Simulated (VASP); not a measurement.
A run of VASP 6.6.1:

POSCAR

```
NaSrI3
1.0
    6.2953697698      0.0000000000      0.0000000000
    0.0000000000      6.2953697698      0.0000000000
    0.0000000000      0.0000000000      6.2953697698
Na Sr I
1 1 3
Direct
    0.0000000000      0.0000000000      0.0000000000
    0.5000000000      0.5000000000      0.5000000000
    0.0000000000      0.5000000000      0.5000000000
    0.5000000000      0.0000000000      0.5000000000
    0.5000000000      0.5000000000      0.0000000000
```

Contents of INCAR.step1:

```
PREC = Accurate
ENCUT = 600
ISMEAR = -1
SIGMA = 0.03
LREAL = False
LASPH = True
NELM = 100
GGA = PE
ALGO = Normal
EDIFF = 1E-4
LWAVE = True
LCHARG = False
```

Contents of INCAR.step2:

```
PREC = Accurate
ENCUT = 600
EDIFF = 1E-6
ISMEAR = -1
SIGMA = 0.03
LREAL = False
LASPH = True
NELM = 100
ALGO = Normal
ISIF = 3
LWAVE = False
LCHARG = False
METAGGA = R2SCAN
LMIXTAU = True
LUSE_VDW = True
IVDW_NL = 2
BPARAM = 11.95
CPARAM = 0.0093
IBRION = 2
NSW = 100
EDIFFG = -0.01
ISTART = 1
```

Contents of KPOINTS:

```
Automatic mesh
0
Gamma
  4 4 4
```

Potentials or basis: VASP PAW PBE potentials, release 64 (Na_pv, Sr_sv, I).

Run with:

```sh
$ cat potpaw_PBE.64/Na_pv/POTCAR potpaw_PBE.64/Sr_sv/POTCAR potpaw_PBE.64/I/POTCAR > POTCAR
$ cp INCAR.step1 INCAR
$ mpirun -np 1 vasp_std > vasp.out
$ cp INCAR.step2 INCAR
$ mpirun -np 1 vasp_std > vasp.out
```

Hardware: 1 thread of Intel(R) Xeon(R) 6975P-C (Granite Rapids), on a shared host.

Task: Estimate the wall time of this run.

Result: Run time: 10 min on 1 thread of Intel(R) Xeon(R) 6975P-C (Granite Rapids), with other jobs on the host, peak memory 0.87 GiB. Counts: k points 10, ion steps 3.
